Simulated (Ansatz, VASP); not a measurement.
Two plane-wave programs on Ga5As3N2

File INCAR:

```
SYSTEM = Ga5As3N2
PREC     = Accurate       ! precision mode
ENCUT    = 520            ! plane-wave cutoff, eV
EDIFF    = 1E-6           ! SCF threshold, eV
ISMEAR   = 0              ! smearing method
SIGMA    = 0.1            ! smearing width, eV
LREAL    = .False.        ! projectors in reciprocal space
LASPH    = .True.         ! aspherical terms in the spheres
NELM     = 100            ! most SCF steps
ALGO     = Normal         ! electronic algorithm
ISIF     = 2              ! what is computed and relaxed
LWAVE    = .False.        ! write WAVECAR
LCHARG   = .False.        ! write CHGCAR
GGA      = PE             ! functional
NBANDS   = 56             ! bands
```

The input KPOINTS:

```
regular mesh
0
Gamma
  4 4 4
  0 0 0
```

File POSCAR:

```
Ga5As3N2
1.0
    5.9131405700     -2.6444368600      0.0000000000
    5.9131405700      2.6444368600      0.0000000000
   -5.9131405700      0.0000000000      5.9131405700
Ga As N
5 3 2
Direct
    0.5000000000      0.5000000000      0.5000000000
    0.7000000000      0.7000000000      0.1000000000
    0.9000000000      0.9000000000      0.7000000000
    0.1000000000      0.1000000000      0.3000000000
    0.3000000000      0.3000000000      0.9000000000
    0.8000000000      0.8000000000      0.9000000000
    0.0000000000      0.0000000000      0.5000000000
    0.2000000000      0.2000000000      0.1000000000
    0.4000000000      0.4000000000      0.7000000000
    0.6000000000      0.6000000000      0.3000000000
```

Input for Ansatz:

```yaml
crystal:
  lattice:
    - [5.91314057, -2.64443686, 0.0]
    - [5.91314057, 2.64443686, 0.0]
    - [-5.91314057, 0.0, 5.91314057]
  atoms:
    - { symbol: Ga, position: [0.5, 0.5, 0.5] }
    - { symbol: Ga, position: [0.7, 0.7, 0.1] }
    - { symbol: Ga, position: [0.9, 0.9, 0.7] }
    - { symbol: Ga, position: [0.1, 0.1, 0.3] }
    - { symbol: Ga, position: [0.3, 0.3, 0.9] }
    - { symbol: As, position: [0.8, 0.8, 0.9] }
    - { symbol: As, position: [0.0, 0.0, 0.5] }
    - { symbol: As, position: [0.2, 0.2, 0.1] }
    - { symbol: "N", position: [0.4, 0.4, 0.7] }
    - { symbol: "N", position: [0.6, 0.6, 0.3] }
basis:
  ecutwfc: 420
kpoints:
  mp_grid: { grid: [4, 4, 4] }
hamiltonian:
  xc: pbe
scf:
  occupations: { method: gaussian, width: 0.1 }
  lower_state_search: "off"
output:
  forces: true
  stress: true
  eigenvalues: true
```

Alike in both runs: task single point; functional PBE; k mesh 4 × 4 × 4; occupations gaussian, width 0.1 eV; no spin polarisation.

|  | VASP | Ansatz |
| --- | --- | --- |
| version | VASP 6.6.1 | Ansatz 0.2.0 |
| potentials or method | VASP PAW PBE potentials, release 64 (Ga_d, As, N), cutoff 520 eV | scalar-relativistic, plane waves, PAW |
| valence electrons in the cell | 90 | 120 |

```tsv
	VASP	Ansatz	Ansatz less VASP
gap on the k mesh at the Fermi level (eV)	none	none	-
pressure (GPa)	-8.2	-8.4	-0.15
traceless stress, the component that is largest in VASP (GPa)	0.27	0.27	+0.001
rms of the force components (eV/Å)	0.546	0.543	-0.0034
```

Atom by atom the forces differ by 0.004 eV/Å (rms over components). A gap of «none» marks a metal or a gap that the smearing closes. VASP's potentials hold 90 valence electrons a cell and Ansatz's 120, so a difference there can come from the potentials and not from the codes.
